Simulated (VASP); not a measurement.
# Al (P6_3/mmc) in VASP: further runs

Runs on Al. Level: r2SCAN. Tasks: single point.

Program: VASP 6.6.1. These are calculated values, not measurements. Logs are shortened: lines on timing, memory, paths and dates and some standing lists are left out, and cuts for length are marked.

### 1 The cell of the first run

It takes space group P6_3/mmc (No. 194, hexagonal). The conventional cell has a = 3.040 Å, b = 3.040 Å, c = 7.982 Å, α = 90.00°, β = 90.00°, γ = 120.00°. Within 3.5 Å of Al (site symmetry -3m) lie 12 Al at 2.66 to 3.04 Å. Within 3.5 Å of Al (site symmetry -6m2) lie 12 Al at 2.66 to 3.04 Å.

This isn't the form of Al at room conditions, which is fcc.

### 2 Single point, r2SCAN

Contents of POSCAR:

```
Al
1.0
    3.0401206038      0.0000000000      0.0000000000
   -1.5200603019      2.6328216735      0.0000000000
    0.0000000000      0.0000000000      7.9818007774
Al
4
Direct
    0.0000000000      0.0000000000      0.0000000000
    0.3333333333      0.6666666667      0.2500000000
    0.0000000000      0.0000000000      0.5000000000
    0.6666666667      0.3333333333      0.7500000000
```

Contents of INCAR.step1:

```
ALGO = Normal
EDIFF = 1E-4
ENCUT = 520
GGA = PE
ISMEAR = 0
LASPH = T
LCHARG = F
LREAL = F
LWAVE = T
NBANDS = 14
NELM = 60
PREC = Accurate
SIGMA = 0.15
```

Contents of INCAR.step2:

```
ALGO = Normal
EDIFF = 1E-7
ENCUT = 520
ISIF = 2
ISMEAR = 0
ISTART = 1
LASPH = T
LCHARG = T
LELF = T
LMIXTAU = T
LREAL = F
LVHAR = T
LWAVE = F
METAGGA = R2SCAN
NBANDS = 14
NELM = 60
PREC = Accurate
SIGMA = 0.15
```

Contents of KPOINTS:

```
k-points
0
Gamma
  24 24 6
```

Potentials or basis: VASP PAW PBE potentials, release 64 (Al).

Launch:

```console
$ cat potpaw_PBE.64/Al/POTCAR > POTCAR
$ cp INCAR.step1 INCAR
$ mpirun -np 1 vasp_std > vasp.out
$ cp INCAR.step2 INCAR
$ mpirun -np 1 vasp_std > vasp.out
```

OUTCAR:

```text
EDIFF = 1E-7
   ENCUT = 520
   ISIF = 2
   ISMEAR = 0
   ISTART = 1
   LASPH = T
   LREAL = F
   METAGGA = R2SCAN
   NELM = 60
   PREC = Accurate

 ion  position               nearest neighbor table
   1  0.000  0.000  0.000-   2 2.66   4 2.66   4 2.66   2 2.66   4 2.66   2 2.66
   2  0.333  0.667  0.250-   1 2.66   3 2.66   1 2.66   3 2.66   1 2.66   3 2.66
   3  0.000  0.000  0.500-   2 2.66   4 2.66   4 2.66   2 2.66   4 2.66   2 2.66
   4  0.667  0.333  0.750-   1 2.66   3 2.66   1 2.66   3 2.66   1 2.66   3 2.66

  LATTYP: Found a hexagonal cell.
 ALAT       =     3.0401206038
 C/A-ratio  =     2.6254882018

  Lattice vectors:

 A1 = (   3.0401206038,   0.0000000000,   0.0000000000)
 A2 = (  -1.5200603019,   2.6328216735,   0.0000000000)
 A3 = (   0.0000000000,   0.0000000000,   7.9818007774)

Analysis of symmetry for initial positions (statically):
=====================================================================
 Subroutine PRICEL returns:
 Original cell was already a primitive cell.

 Routine SETGRP: Setting up the symmetry group for a
 hexagonal supercell.

 Subroutine GETGRP returns: Found 24 space group operations
 (whereof 12 operations were pure point group operations)
 out of a pool of 24 trial point group operations.

The static configuration has the point symmetry D_3d.
 The point group associated with its full space group is D_6h.

Analysis of symmetry for dynamics (positions and initial velocities):
=====================================================================
 Subroutine PRICEL returns:
 Original cell was already a primitive cell.

 Routine SETGRP: Setting up the symmetry group for a
 hexagonal supercell.

 Subroutine GETGRP returns: Found 24 space group operations
 (whereof 12 operations were pure point group operations)
 out of a pool of 24 trial point group operations.

The dynamic configuration has the point symmetry D_3d.
 The point group associated with its full space group is D_6h.

 Subroutine INISYM returns: Found 24 space group operations
 (whereof 12 operations are pure point group operations),
 and found     1 'primitive' translations

----------------------------------------------------------------------------------------

                                     Primitive cell

  volume of cell :      63.8871

  direct lattice vectors                    reciprocal lattice vectors
     3.040120604  0.000000000  0.000000000     0.328934319  0.189910318  0.000000000
[... 105 lines left out ...]
   ISMEAR =     0;   SIGMA  =   0.15  broadening in eV -4-tet -1-fermi 0-gaus
   EFERMI_NEDOS =   21; number of points for ismear=-14 and -15
   IALGO  =     38    algorithm
   IMIX   =      4    mixing-type and parameters
     AMIX     =   0.40;   BMIX     =  1.00
     AMIX_MAG =   1.60;   BMIX_MAG =  1.00
  volume/ion in A,a.u.               =      15.97       107.78
  Fermi-wavevector in a.u.,A,eV,Ry     =   0.937557  1.771725 11.959692  0.879013
  Thomas-Fermi vector in A             =   2.064680
   LORBIT       =      0    0 simple, 1 ext, 2 COOP (PROOUT), +10 PAW based schemes
   METAGGA = R2SCAN    functional components
   LHFCALC =     F    Hartree Fock is set to
   AEXX    =    0.0000 exact exchange contribution
   IVDW    =     0    specifies the selected vdW correction
   LEPSILON=     F    determine dielectric tensor
   LRPA    =     F    only Hartree local field effects (RPA)
 non-spin polarized calculation
 Gauss-broadening in eV      SIGMA  =   0.15
  energy-cutoff  :      520.00
  volume of cell :       63.89
 maximum number of plane-waves:      1746
 NGX is ok and might be reduce to    24

 number of electron      12.0000000 magnetization

 Free energy of the ion-electron system (eV)
  ---------------------------------------------------
  ext. energy  EPLUGINS =         0.00000000
  ---------------------------------------------------
  free energy    TOTEN  =       -26.31095720 eV

  energy without entropy =      -26.29360156  energy(sigma->0) =      -26.30227938

 E-fermi :   8.3011     XC(G=0): -11.0194

 val. band max:        8.3002877924   @ k =   0.3750   0.1667   0.3333
 cond. band min:       8.3046483013   @ k =   0.3333   0.0833   0.1667
 fundamental gap:      0.0043605089
 Fermi energy:         8.3011168249

 k-point     1 :       0.0000    0.0000    0.0000
  band No.  band energies     occupation
      1      -3.7480      2.00000
      2      -1.3138      2.00000
      3      -1.3015      2.00000
      4       4.9694      2.00000
      5       6.7470      2.00000
      6      16.4623      0.00000
      7      16.4623      0.00000
      8      16.6734      0.00000
      9      16.9205      0.00000
     10      16.9205      0.00000
     11      16.9676      0.00000
     12      18.4419      0.00000
     13      18.4419      0.00000
     14      18.7617      0.00000
[... 377 lines left out ...]
      1       1.3803      2.00000
      2       2.3156      2.00000
      3       3.5554      2.00000
      4       3.6923      2.00000
      5       4.7209      2.00000
      6       4.8862      2.00000
      7       9.6845      0.00000
      8      10.6432      0.00000
      9      10.7768      0.00000
     10      11.9055      0.00000
     11      12.5560      0.00000
     12      13.3819      0.00000
     13      13.5263      0.00000
     14      15.0131      0.00000

 [... further k-points ...]

------------------------ aborting loop because EDIFF is reached ----------------------------------------

  FORCE on cell =-STRESS in cart. coord.  units (eV):
  Direction    XX          YY          ZZ          XY          YZ          ZX
  --------------------------------------------------------------------------------------
  -------------------------------------------------------------------------------------
  Total       -0.4876281     -0.4876281      7.0001678      0.0000000      0.0000000      0.0000000
  in kB      -12.2288660    -12.2288660    175.5520451      0.0000000      0.0000000      0.0000000
  external PRESSURE =      50.3647711 kB  Pullay stress =       0.0000000 kB

 VOLUME and BASIS-vectors are now :
 -----------------------------------------------------------------------------
  energy-cutoff  :      520.00
  volume of cell :       63.89
      direct lattice vectors                 reciprocal lattice vectors
     3.040120604  0.000000000  0.000000000     0.328934319  0.189910318  0.000000000
    -1.520060302  2.632821674  0.000000000     0.000000000  0.379820635  0.000000000
     0.000000000  0.000000000  7.981800777     0.000000000  0.000000000  0.125285011

 POSITION                                       TOTAL-FORCE (eV/Angst)
 -----------------------------------------------------------------------------------
      0.00000      0.00000      0.00000         0.000000      0.000000      0.000000
     -0.00000      1.75521      1.99545         0.000000      0.000000     -0.000000
      0.00000      0.00000      3.99090         0.000000      0.000000      0.000000
      1.52006      0.87761      5.98635        -0.000000     -0.000000      0.000000
 -----------------------------------------------------------------------------------
    total drift:                               -0.000000      0.000000      0.000000

  FREE ENERGIE OF THE ION-ELECTRON SYSTEM (eV)
  ---------------------------------------------------
  free  energy   TOTEN  =       -26.3109571993 eV

  energy  without entropy=      -26.2936015566  energy(sigma->0) =      -26.30227938
```

It took 4.9 min on 1 thread of Intel Xeon 6975P-C (Granite Rapids), shared host; peak memory 0.3 GiB.

What came out:

```yaml
Free_energy: -26.3110 eV
Pressure: 5.0 GPa
Band_gap_on_the_k_mesh: zero (bands 6 and 7 overlap by 10.71 eV)
```

Stress tensor (GPa, compression positive):
```
-1.22  0.00  0.00
 0.00 -1.22  0.00
 0.00  0.00 17.56
```

Caveat: the cell stands under pressure; the PAW data sets were made with another functional, which shifts forces and pressure a little.

### 3 Single point, r2SCAN

This run uses another cell than the first one, of the same volume but with other edges.

Contents of POSCAR:

```
Al
1.0
    2.5858680346      0.0000000000      0.0000000000
   -1.2929340173      2.2394274088      0.0000000000
    0.0000000000      0.0000000000     11.0323947764
Al
4
Direct
    0.0000000000      0.0000000000      0.0000000000
    0.3333333333      0.6666666667      0.2500000000
    0.0000000000      0.0000000000      0.5000000000
    0.6666666667      0.3333333333      0.7500000000
```

Contents of INCAR.step1:

```
ALGO = Normal ; EDIFF = 1E-4
ENCUT = 520 ; GGA = PE
ISMEAR = 0 ; LASPH = T
LCHARG = F ; LREAL = F
LWAVE = T ; NBANDS = 14
NELM = 60 ; PREC = Accurate
SIGMA = 0.15
```

Contents of INCAR.step2:

```
ALGO = Normal ; EDIFF = 1E-6
ENCUT = 520 ; ISIF = 2
ISMEAR = 0 ; ISTART = 1
LASPH = T ; LCHARG = F
LMIXTAU = T ; LREAL = F
LWAVE = F ; METAGGA = R2SCAN
NBANDS = 14 ; NELM = 60
PREC = Accurate ; SIGMA = 0.15
```

KPOINTS is that of step 2.

Potentials or basis: VASP PAW PBE potentials, release 64 (Al).

Launch:

```console
$ cat potpaw_PBE.64/Al/POTCAR > POTCAR
$ cp INCAR.step1 INCAR
$ mpirun -np 1 vasp_std > vasp.out
$ cp INCAR.step2 INCAR
$ mpirun -np 1 vasp_std > vasp.out
```

It took 5.6 min on 1 thread of Intel Xeon 6975P-C (Granite Rapids), shared host; peak memory 0.29 GiB.

Results (log left out):

| Item | Value |
| --- | --- |
| Free energy | -25.9456 eV |
| Pressure | 9.2 GPa |
| Band gap on the k mesh | zero (bands 6 and 7 overlap by 3.38 eV) |

Stress tensor (GPa, compression positive):
```
18.78  0.00  0.00
 0.00 18.78  0.00
 0.00  0.00 -9.91
```

Levels at points of the mesh, in eV from the Fermi level:
```
           k point  band 3  band 4  band 5  band 6  band 7  band 8  band 9  band 10
(0.00, 0.00, 0.00)  -10.72   -7.67   -6.06   -0.66   -0.66    7.41    7.67    15.51
(0.50, 0.00, 0.00)   -3.88   -3.64   -2.65   -2.40   -0.30    0.30    1.34     1.57
(0.00, 0.00, 0.50)   -9.20   -9.20   -3.95   -3.95    3.20    3.20   12.19    12.19
(0.50, 0.00, 0.50)   -4.01   -4.01   -1.89   -1.89   -1.06   -1.06    3.27     3.27
```

Caveat: the cell stands under pressure; the PAW data sets were made with another functional, which shifts forces and pressure a little.
